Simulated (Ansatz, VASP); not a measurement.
**KFeAs2 in VASP and in Ansatz**

File INCAR:

```
ALGO = Normal
EDIFF = 1E-6
ENCUT = 520
GGA = PE
ISIF = 2
ISMEAR = -1
ISPIN = 2
LASPH = True
LCHARG = True
LDAU = True
LDAUJ = 0 0 0
LDAUL = -1 2 -1
LDAUPRINT = 1
LDAUTYPE = 2
LDAUU = 0 1 0
LELF = True
LMAXMIX = 4
LORBIT = 11
LREAL = False
LVHAR = True
LWAVE = False
MAGMOM = 0 0 3 0
NBANDS = 26
NELM = 150
PREC = Accurate
SIGMA = 0.05
```

Contents of KPOINTS:

```
k-points
0
Gamma
  9 9 9
```

The input POSCAR:

```
KFeAs2
1.0
   -1.9803680000      1.9803680000      6.3830190000
    1.9803680000     -1.9803680000      6.3830190000
    1.9803680000      1.9803680000     -6.3830190000
As Fe K
2 1 1
Direct
    0.3307380000      0.3307380000      0.0000000000
    0.6692620000      0.6692620000      0.0000000000
    0.2500000000      0.7500000000      0.5000000000
    0.0000000000      0.0000000000      0.0000000000
```

File input.yaml:

```yaml
crystal:
  lattice:
    - [-1.980368, 1.980368, 6.383019]
    - [1.980368, -1.980368, 6.383019]
    - [1.980368, 1.980368, -6.383019]
  atoms:
    - { symbol: As, position: [0.330738, 0.330738, 0.0] }
    - { symbol: As, position: [0.669262, 0.669262, 0.0] }
    - { symbol: Fe, position: [0.25, 0.75, 0.5], spin: 3.0 }
    - { symbol: K, position: [0.0, 0.0, 0.0] }
hamiltonian:
  xc: pbe
  pseudopotentials: { kind: paw }
  hubbard: { sites: [{ species: Fe, l: d, u_eff: 1.0 }] }
magnetization:
  spin_polarized: true
kpoints:
  mp_grid: { grid: [9, 9, 9] }
  band_path:
    path:
      - [[0.0, 0.0, 0.0], [-0.5, 0.5, 0.0], [-0.5, 0.5, -0.0481292983], [-0.2740646492, 0.2740646492, -0.2740646492], [0.0, 0.0, 0.0], [0.5, 0.5, -0.5], [0.2740646492, 0.7259353508, -0.7259353508], [0.0, 0.5, -0.5], [-0.25, 0.75, -0.25], [0.0481292983, 0.9518707017, -0.5], [0.5, 0.5, -0.5]]
      - [[-0.5, 0.5, 0.0], [-0.25, 0.75, -0.25]]
    npoints: 14
scf:
  occupations: { method: fermi_dirac, width: 0.05 }
  n_extra_bands: 10
output:
  forces: true
  stress: true
  eigenvalues: true
  fatbands: false
```

Alike in both runs: functional PBE; k mesh 9 × 9 × 9; occupations fermi-dirac, width 0.05 eV; collinear spin; Hubbard terms Fe d U = 1.0 eV.

```csv
,VASP,Ansatz
version,VASP 6.6.1,Ansatz 0.2.0
potentials or method,"VASP PAW PBE potentials, release 64 (As, Fe, K_sv)",Ansatz PAW
plane-wave cutoff (eV),520,420
valence electrons in the cell,27,55
task,single point,band structure
```

Ansatz gave:

```
gap on the k mesh at the Fermi level (eV)                     : none
pressure (GPa)                                                : 1.2
traceless stress, the component that is largest in VASP (GPa) : -0.94
rms of the force components (eV/Å)                            : 0.059
net moment per atom (μB)                                      : 0.33
size of the moment on the site where the two differ most (μB) : 1.41
```

Q: Which values does VASP return?

A: gap on the k mesh at the Fermi level (eV): none; pressure (GPa): 1.1; traceless stress, the component that is largest in VASP (GPa): -0.91; rms of the force components (eV/Å): 0.050; net moment per atom (μB): 0.32; size of the moment on the site where the two differ most (μB): 1.48.

Site moments also hang on the region over which each program counts them. The programs project onto different local orbitals, so the same U acts differently, and such runs can settle in different states. Atom by atom the forces differ by 0.009 eV/Å (rms over components). A gap of «none» marks a metal or a gap that the smearing closes. VASP's potentials hold 27 valence electrons a cell and Ansatz's 55, so a difference there can come from the potentials and not from the codes.

Noted on Ansatz's run: the magnetic or orbital state may not be the lowest.
